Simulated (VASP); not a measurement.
A run of VASP 6.6.1:

File INCAR:

```
  PREC = Accurate
  ENCUT = 500
  EDIFF = 1E-7
  ISMEAR = 0
  SIGMA = 0.1
  LREAL = F
  LASPH = T
  NELM = 120
  ALGO = Normal
  ISIF = 3
  LWAVE = F
  LCHARG = F
  GGA = PE
  IVDW = 12
  IBRION = 2
  NSW = 90
  EDIFFG = -0.04
  GGA_COMPAT = F
  NELMIN = 4
```

File KPOINTS:

```
regular mesh
0
Gamma
  6 6 6
```

POSCAR

```
Ag
1.0
    2.6976767184      0.0000000000      0.0000000000
    0.0000000000      2.6976767184      0.0000000000
    0.0000000000      0.0000000000      2.6976767184
Ag
1
Direct
    0.5000000000      0.5000000000      0.5000000000
```

Potentials or basis: VASP PAW PBE potentials, release 64 (Ag).

Run with:

```sh
$ cat potpaw_PBE.64/Ag/POTCAR > POTCAR
$ mpirun -np 1 vasp_std > vasp.out
```

Hardware: 1 thread of Intel Xeon 8259CL (shared host).

Problem. Estimate the wall time of this run.

Solution. It took 12 s on 1 thread of Intel Xeon 8259CL (shared host), peak memory 0.13 GiB. Counts: scf iterations 19, k points 20, ion steps 2.
